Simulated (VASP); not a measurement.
Set up this calculation in VASP 6.6.1, as the native input.

* Task: single point
* Functional: PBE
* Potentials or basis: VASP PAW PBE potentials, release 64 (Li_sv)
* Cutoff: 520 eV
* k mesh: 18 × 18 × 18
* Occupations: gaussian, width 0.1 eV
* Spin: no spin polarisation
* Dipole correction: no
* Further INCAR settings: ALGO = Fast; EDIFF = 1e-07; NBANDS = 12

The structure of Li lies in POSCAR:

```
Li
1.0
   -1.4307292924      2.5289218714      4.2069135403
    1.4307292924     -2.5289218714      4.2069135403
    1.4307292924      2.5289218714     -4.2069135403
Li
3
Direct
    0.3248067740      0.8248067740      0.5000000000
    0.6751932260      0.1751932260      0.5000000000
    0.0000000000      0.0000000000      0.0000000000
```

These files were run (other wordings do the same):

INCAR

```
ALGO     = Fast           # electronic algorithm
EDIFF    = 1E-7           # SCF threshold, eV
ENCUT    = 520            # plane-wave cutoff, eV
GGA      = PE             # functional
ISIF     = 2              # what is computed and relaxed
ISMEAR   = 0              # smearing method
LASPH    = True           # aspherical terms in the spheres
LCHARG   = True           # write CHGCAR
LELF     = True           # ELF
LREAL    = False          # projectors in reciprocal space
LVHAR    = True         
LWAVE    = False          # write WAVECAR
NBANDS   = 12             # bands
NELM     = 100            # most SCF steps
PREC     = Accurate       # precision mode
SIGMA    = 0.1            # smearing width, eV
```

KPOINTS

```
k-points
0
Gamma
  18 18 18
```

Potentials or basis: VASP PAW PBE potentials, release 64 (Li_sv).

The run is started by

```sh
$ cat potpaw_PBE.64/Li_sv/POTCAR > POTCAR
$ mpirun -np 1 vasp_std > vasp.out
```

It took 18 min on 1 thread of Oxide Virtual Turin-like Processor (shared host), peak memory 0.55 GiB.
